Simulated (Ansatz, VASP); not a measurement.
## Zr2Cl in VASP and in Ansatz

File INCAR:

```
SYSTEM = Zr2Cl
  PREC = Accurate
  ENCUT = 520
  EDIFF = 1E-6
  ISMEAR = 0
  SIGMA = 0.1
  LREAL = .False.
  LASPH = .True.
  NELM = 150
  ALGO = Normal
  ISIF = 2
  LWAVE = .False.
  LCHARG = .True.
  ISPIN = 2
  MAGMOM = 1 1 0
  LORBIT = 11
  LMAXMIX = 4
  GGA = PE
  LELF = .True.
  LVHAR = .True.
  NBANDS = 26
```

File KPOINTS:

```
regular mesh
0
Gamma
  4 4 6
  0 0 0
```

File POSCAR:

```
Zr2Cl
1.0
    4.5415559683      0.0000000000      0.0000000000
    0.0000000000      4.5415559683      0.0000000000
    0.0000000000      0.0000000000      3.0520080304
Zr Cl
2 1
Direct
    0.0000000000      0.5000000000      0.5000000000
    0.5000000000      0.0000000000      0.5000000000
    0.5000000000      0.5000000000      0.0000000000
```

Input for Ansatz:

```yaml
crystal:
  lattice:
    - [4.5415559683, 0.0, 0.0]
    - [0.0, 4.5415559683, 0.0]
    - [0.0, 0.0, 3.0520080304]
  atoms:
    - { symbol: Zr, position: [0.0, 0.5, 0.5], spin: 1.0 }
    - { symbol: Zr, position: [0.5, 0.0, 0.5], spin: 1.0 }
    - { symbol: Cl, position: [0.5, 0.5, 0.0] }
basis:
  ecutwfc: 420
kpoints:
  mp_grid: { grid: [4, 4, 6] }
hamiltonian:
  xc: pbe
scf:
  occupations: { method: gaussian, width: 0.1 }
  lower_state_search: "off"
output:
  forces: true
  stress: true
  eigenvalues: true
  populations: true
magnetization:
  spin_polarized: true
```

Alike in both runs: task single point; functional PBE; k mesh 4 × 4 × 6; occupations gaussian, width 0.1 eV; collinear spin.

|  | VASP | Ansatz |
| --- | --- | --- |
| version | VASP 6.6.1 | Ansatz 0.2.0 |
| potentials or method | VASP PAW PBE potentials, release 64 (Zr_sv, Cl), cutoff 520 eV | scalar-relativistic, plane waves, PAW |
| valence electrons in the cell | 31 | 31 |

Ansatz gave:

| Property | Result |
| --- | --- |
| gap on the k mesh at the Fermi level (eV) | none |
| pressure (GPa) | 0.0 |
| traceless stress, the component that is largest in VASP (GPa) | 0.16 |
| net moment per atom (μB) | 0.00 |

Question: Which values does VASP return?

Answer: gap on the k mesh at the Fermi level (eV): none; pressure (GPa): 0.2; traceless stress, the component that is largest in VASP (GPa): 0.11; net moment per atom (μB): 0.00.

A gap of «none» marks a metal or a gap that the smearing closes. Ansatz's warnings: seeded moment not kept.
